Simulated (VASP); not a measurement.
# Se (P6/mmm) in VASP: further runs, part 3 of 3

VASP 6.6.1. Earlier steps stand in the parts before.

### Step 5. Single point, PBE

This run uses another cell than the first one, of 37.13 Å³/atom.

INCAR reads:

```
PREC = Accurate
ENCUT = 520
EDIFF = 1E-7
ISMEAR = 0
SIGMA = 0.1
LREAL = F
LASPH = T
NELM = 100
ALGO = Normal
ISIF = 2
LWAVE = F
LCHARG = F
GGA = PE
NBANDS = 13
```

KPOINTS reads:

```
regular mesh
0
Gamma
  12 12 14
```

POSCAR reads:

```
Se
1.0
    4.4793620893      0.0000000000      0.0000000000
   -2.2396810446      3.8792413621      0.0000000000
    0.0000000000      0.0000000000      4.2738624228
Se
2
Direct
    0.3333333333      0.6666666667      0.0000000000
    0.6666666667      0.3333333333      0.0000000000
```

Potentials or basis: VASP PAW PBE potentials, release 64 (Se).

The run is started by

```sh
$ cat potpaw_PBE.64/Se/POTCAR > POTCAR
$ mpirun -np 1 vasp_std > vasp.out
```

OUTCAR:

```text
PREC = Accurate
   ENCUT = 520
   EDIFF = 1E-7
   ISMEAR = 0
   LREAL = F
   LASPH = T
   NELM = 100
   ISIF = 2
   GGA = PE

 ion  position               nearest neighbor table
   1  0.333  0.667  0.000-   2 2.59   2 2.59   2 2.59
   2  0.667  0.333  0.000-   1 2.59   1 2.59   1 2.59

  LATTYP: Found a hexagonal cell.
 ALAT       =     4.4793620893
 C/A-ratio  =     0.9541230063

  Lattice vectors:

 A1 = (   4.4793620893,   0.0000000000,   0.0000000000)
 A2 = (  -2.2396810446,   3.8792413621,   0.0000000000)
 A3 = (   0.0000000000,   0.0000000000,   4.2738624228)

Analysis of symmetry for initial positions (statically):
=====================================================================
 Subroutine PRICEL returns:
 Original cell was already a primitive cell.

 Routine SETGRP: Setting up the symmetry group for a
 hexagonal supercell.

 Subroutine GETGRP returns: Found 24 space group operations
 (whereof 24 operations were pure point group operations)
 out of a pool of 24 trial point group operations.

The static configuration has the point symmetry D_6h.

Analysis of symmetry for dynamics (positions and initial velocities):
=====================================================================
 Subroutine PRICEL returns:
 Original cell was already a primitive cell.

 Routine SETGRP: Setting up the symmetry group for a
 hexagonal supercell.

 Subroutine GETGRP returns: Found 24 space group operations
 (whereof 24 operations were pure point group operations)
 out of a pool of 24 trial point group operations.

The dynamic configuration has the point symmetry D_6h.

 Subroutine INISYM returns: Found 24 space group operations
 (whereof 24 operations are pure point group operations),
 and found     1 'primitive' translations

----------------------------------------------------------------------------------------

                                     Primitive cell

  volume of cell :      74.2649

  direct lattice vectors                    reciprocal lattice vectors
     4.479362089  0.000000000  0.000000000     0.223246074  0.128891181  0.000000000
    -2.239681045  3.879241362  0.000000000     0.000000000  0.257782362  0.000000000
     0.000000000  0.000000000  4.273862423     0.000000000  0.000000000  0.233980391

  length of vectors
     4.479362089  4.479362089  4.273862423     0.257782362  0.257782362  0.233980391

  position of ions in fractional coordinates (direct lattice)
     0.333333333  0.666666667  0.000000000
     0.666666667  0.333333333  0.000000000

  ion indices of the primitive-cell ions
   primitive index   ion index
                 1           1
                 2           2

----------------------------------------------------------------------------------------

 KPOINTS: regular mesh

Automatic generation of k-mesh.
 Grid dimensions read from file:
 generate k-points for:   12   12   14

 Generating k-lattice:

  Cartesian coordinates                     Fractional coordinates (reciprocal lattice)
     0.018603839  0.010740932  0.000000000     0.083333333  0.000000000  0.000000000
[... 39 lines left out ...]
  0.333333  0.000000  0.071429     12.000000
 [... further k-points ...]
   k-points           NKPTS =    152   k-points in BZ     NKDIM =    152   number of bands    NBANDS=     13
   number of dos      NEDOS =    301   number of ions     NIONS =      2
   total plane-waves  NPLWV =  41472
   dimension x,y,z NGX =    36 NGY =   36 NGZ =   32
   dimension x,y,z NGXF=    72 NGYF=   72 NGZF=   64
   ions per type =               2
   NGX,Y,Z   is equivalent  to a cutoff of  13.36, 13.36, 12.45 a.u.
   NGXF,Y,Z  is equivalent  to a cutoff of  26.72, 26.72, 24.89 a.u.
 SYSTEM =  unknown system
   PREC   = accura    normal or accurate (medium, high low for compatibility)
   ISTART =      0    job   : 0-new  1-cont  2-samecut
   ICHARG =      2    charge: 1-file 2-atom 10-const
   ISPIN  =      1    spin polarized calculation?
   LNONCOLLINEAR =      F non collinear calculations
   LSORBIT =      F    spin-orbit coupling
   LASPH  =      T    aspherical Exc in radial PAW
   ENCUT  =  520.0 eV  38.22 Ry    6.18 a.u.   8.33  8.33  7.95*2*pi/ulx,y,z
   NELM   =    100;   NELMIN=  2; NELMDL= -5     # of ELM steps
   EDIFF  = 0.1E-06   stopping-criterion for ELM
   LREAL  =      F    real-space projection
   EDIFFG = 0.1E-05   stopping-criterion for IOM
   NSW    =      0    number of steps for IOM
   IBRION =     -1    ionic relax: 0-MD 1-quasi-New 2-CG
   NFREE  =      0    steps in history (QN), initial steepest desc. (CG)
   ISIF   =      2    stress and relaxation
   ISYM   =      2    0-nonsym 1-usesym 2-fastsym
   POTIM  = 0.5000    time-step for ionic-motion
   TEBEG  =    0.0;   TEEND  =   0.0 temperature during run
   PSTRESS=    0.0 pullay stress
   NELECT =      12.0000    total number of electrons
   NUPDOWN=      -1.0000    fix difference up-down
   EMIN   =  10.00;   EMAX   =-10.00  energy-range for DOS
   EFERMI =   0.00;   METHOD = LEGACY
   ISMEAR =     0;   SIGMA  =   0.10  broadening in eV -4-tet -1-fermi 0-gaus
   EFERMI_NEDOS =   21; number of points for ismear=-14 and -15
   IALGO  =     38    algorithm
   IMIX   =      4    mixing-type and parameters
     AMIX     =   0.40;   BMIX     =  1.00
     AMIX_MAG =   1.60;   BMIX_MAG =  1.00
  volume/ion in A,a.u.               =      37.13       250.58
  Fermi-wavevector in a.u.,A,eV,Ry     =   0.891677  1.685025 10.817820  0.795087
  Thomas-Fermi vector in A             =   2.013528
   LORBIT       =      0    0 simple, 1 ext, 2 COOP (PROOUT), +10 PAW based schemes
   GGA     = PE    functional components
   LHFCALC =     F    Hartree Fock is set to
   AEXX    =    0.0000 exact exchange contribution
   IVDW    =     0    specifies the selected vdW correction
   LEPSILON=     F    determine dielectric tensor
   LRPA    =     F    only Hartree local field effects (RPA)
 non-spin polarized calculation
 Gauss-broadening in eV      SIGMA  =   0.10
  energy-cutoff  :      520.00
  volume of cell :       74.26
 maximum number of plane-waves:      2032
 NGX is ok and might be reduce to    36
   NGX = 17   NGY = 17   NGZ = 15

 number of electron      11.9999998 magnetization

 Free energy of the ion-electron system (eV)
  ---------------------------------------------------
  ext. energy  EPLUGINS =         0.00000000
  ---------------------------------------------------
  free energy    TOTEN  =        -6.02538687 eV

  energy without entropy =       -6.00770758  energy(sigma->0) =       -6.01654723

 E-fermi :   0.8640     XC(G=0):  -7.3087

 val. band max:        0.8601596870   @ k =   0.0833   0.0833   0.2143
 cond. band min:       0.8640330479   @ k =   0.2500   0.0833   0.0714
 fundamental gap:      0.0038733609
 Fermi energy:         0.8640007190

 k-point     1 :       0.0000    0.0000    0.0000
  band No.  band energies     occupation
      1     -14.4533      2.00000
      2      -9.2703      2.00000
      3      -3.8426      2.00000
      4      -3.8426      2.00000
      5      -2.1385      2.00000
      6       0.8488      1.17056
      7       0.8488      1.17056
      8       1.9268      0.00000
      9       4.4990      0.00000
     10       7.5704      0.00000
     11      10.9096      0.00000
     12      10.9096      0.00000
     13      12.9536      0.00000
[... 354 lines left out ...]
  band No.  band energies     occupation
      1     -13.7296      2.00000
      2     -11.0685      2.00000
      3      -4.4441      2.00000
      4      -2.6517      2.00000
      5      -1.5458      2.00000
      6       0.6920      1.98502
      7       1.5078      0.00000
      8       2.8332      0.00000
      9       5.8129      0.00000
     10       8.2835      0.00000
     11       9.7179      0.00000
     12       9.7225      0.00000
     13      10.3175      0.00000

 [... further k-points ...]

------------------------ aborting loop because EDIFF is reached ----------------------------------------

  FORCE on cell =-STRESS in cart. coord.  units (eV):
  Direction    XX          YY          ZZ          XY          YZ          ZX
  --------------------------------------------------------------------------------------
  -------------------------------------------------------------------------------------
  Total        0.0028716      0.0028716     -0.0072183      0.0000000      0.0000000      0.0000000
  in kB        0.0619516      0.0619516     -0.1557271      0.0000000      0.0000000      0.0000000
  external PRESSURE =      -0.0106080 kB  Pullay stress =       0.0000000 kB

 VOLUME and BASIS-vectors are now :
 -----------------------------------------------------------------------------
  energy-cutoff  :      520.00
  volume of cell :       74.26
      direct lattice vectors                 reciprocal lattice vectors
     4.479362089  0.000000000  0.000000000     0.223246074  0.128891181  0.000000000
    -2.239681045  3.879241362  0.000000000     0.000000000  0.257782362  0.000000000
     0.000000000  0.000000000  4.273862423     0.000000000  0.000000000  0.233980391

 POSITION                                       TOTAL-FORCE (eV/Angst)
 -----------------------------------------------------------------------------------
     -0.00000      2.58616      0.00000         0.000000     -0.000000      0.000000
      2.23968      1.29308      0.00000        -0.000000      0.000000      0.000000
 -----------------------------------------------------------------------------------
    total drift:                                0.000000      0.000000      0.000000

  FREE ENERGIE OF THE ION-ELECTRON SYSTEM (eV)
  ---------------------------------------------------
  free  energy   TOTEN  =        -6.0253868709 eV

  energy  without entropy=       -6.0077075807  energy(sigma->0) =       -6.01654723
```

stdout:

```text
POSCAR found type information on POSCAR Se
 POSCAR found :  1 types and       2 ions
 scaLAPACK will be used
 LDA part: xc-table for (Slater+PW92), standard interpolation
 POSCAR, INCAR and KPOINTS ok, starting setup
 FFT: planning ... GRIDC
 FFT: planning ... GRID_SOFT
 FFT: planning ... GRID
 WAVECAR not read
 entering main loop
```

Run time: 38 s. Hardware: 1 thread of Intel Xeon 6975P-C (Granite Rapids), shared host; peak memory 0.27 GiB.

What came out:

| Item | Value |
| --- | --- |
| Free energy | -6.0254 eV |
| Pressure | 0.0 GPa |
| Band gap on the k mesh | zero (bands 6 and 7 overlap by 1.07 eV) |

Caveat: this functional lacks dispersion, which binds layers or chains, so the pressure and a relaxed spacing across them are unreliable.

### Step 6. Relaxation of cell and atoms, PBE

This run uses another cell than the first one, of 36.80 Å³/atom.

INCAR reads:

```
SYSTEM = Se
PREC = Accurate
ENCUT = 600
EDIFF = 1E-6
ISMEAR = 0
SIGMA = 0.1
LREAL = .False.
LASPH = .True.
NELM = 80
ALGO = Normal
ISIF = 3
LWAVE = .False.
LCHARG = .False.
GGA = PE
IBRION = 2
NSW = 100
EDIFFG = -0.01
```

KPOINTS reads:

```
Automatic mesh
0
Gamma
  12 12 14
  0 0 0
```

POSCAR reads:

```
Se
1.0
    4.4584975091      0.0000000000      0.0000000000
   -2.2292487545      3.8611721056      0.0000000000
    0.0000000000      0.0000000000      4.2751604997
Se
2
Direct
    0.3333333333      0.6666666667      0.0000000000
    0.6666666667      0.3333333333      0.0000000000
```

Potentials or basis: VASP PAW PBE potentials, release 64 (Se).

The run is started by

```sh
$ cat potpaw_PBE.64/Se/POTCAR > POTCAR
$ mpirun -np 1 vasp_std > vasp.out
```

Wall time 69 s (1 thread of Intel Xeon 6975P-C (Granite Rapids), shared host); peak memory 0.3 GiB.

It converged, with:

* Free energy: -6.0254 eV
* Relaxed volume: 37.14 Å³/atom
* Relaxed cell: a = 4.479 Å, b = 4.479 Å, c = 4.275 Å, α = 90.00°, β = 90.00°, γ = 120.00°
* Space group after relaxing (to 0.1 Å): P6/mmm (No. 191)
* Energy gained by relaxing: 0.7 meV/atom
* Ionic steps: 3
* Pressure after relaxing: 0.0 GPa
* Band gap on the k mesh: zero (bands 6 and 7 overlap by 1.07 eV)

The path:
```csv
step,energy change (eV),largest force (eV/Å),pressure (GPa),volume (Å³)
1,0.0000,0.0000,0.41,73.60
2,-0.0010,0.0000,-0.20,74.61
3,-0.0013,0.0000,0.00,74.29
```

Final structure:
```yaml
crystal:
  lattice:
    - [4.47945, 0.00000, 0.00000]
    - [-2.23972, 3.87931, 0.00000]
    - [0.00000, 0.00000, 4.27507]
  atoms:
    - { symbol: Se, position: [0.33333, 0.66667, 0.00000] }
    - { symbol: Se, position: [0.66667, 0.33333, 0.00000] }
```

Levels at points of the mesh, in eV from the Fermi level:
```
           k point  band 3  band 4  band 5  band 6  band 7  band 8  band 9  band 10
(0.00, 0.00, 0.00)   -4.71   -4.71   -3.00   -0.02   -0.02    1.06    3.63     6.71
(0.50, 0.00, 0.00)   -5.47   -3.38   -1.92   -0.70    1.47    2.83    5.66     5.86
(0.00, 0.00, 0.50)   -4.63   -4.63   -4.19    0.11    0.11    0.39    6.84     7.98
(0.50, 0.00, 0.50)   -5.38   -3.24   -2.97   -1.67    1.54    2.89    5.78     6.57
```

Caveat: this functional lacks dispersion, which binds layers or chains, so the pressure and a relaxed spacing across them are unreliable.

### Step 7. Summary

| task | cell | k mesh | cutoff (eV) | gap on the mesh (eV) | pressure (GPa) | relaxed volume (Å³/atom) |
| --- | --- | --- | --- | --- | --- | --- |
| single point | a = 4.097, b = 4.097, c = 4.262 Å, angles 90.0, 90.0, 120.0°, 2 atoms | 6 × 6 × 4 | 520 | none | 13.6 | - |
| single point | a = 4.458, b = 4.458, c = 4.275 Å, angles 90.0, 90.0, 120.0°, 2 atoms | 6 × 6 × 4 | 520 | none | -0.1 | - |
| relaxation of cell and atoms | relaxed from a = 4.097, b = 4.097, c = 4.262 Å, angles 90.0, 90.0, 120.0°, 2 atoms | 6 × 6 × 4 | 600 | none | -0.1 | 36.73 |
| single point | a = 4.479, b = 4.479, c = 4.274 Å, angles 90.0, 90.0, 120.0°, 2 atoms | 12 × 12 × 14 | 520 | none | 0.0 | - |
| relaxation of cell and atoms | relaxed from a = 4.458, b = 4.458, c = 4.275 Å, angles 90.0, 90.0, 120.0°, 2 atoms | 12 × 12 × 14 | 600 | none | 0.0 | 37.14 |

Alike in all rows: level PBE; potentials or basis VASP PAW PBE potentials, release 64 (Se); no spin polarisation; smearing gaussian 0.1 eV.

Caveats: some runs use coarse meshes; this functional lacks dispersion, which binds layers or chains, so the pressure and a relaxed spacing across them are unreliable; the volume moved by over 15 % at a fixed basis, so the end points are rough (at least some runs).

Total energies depend on the potentials used, so only differences within one code and one set of settings carry meaning.

The gap in the log of VASP goes by the Fermi energy; the results here count the filled bands.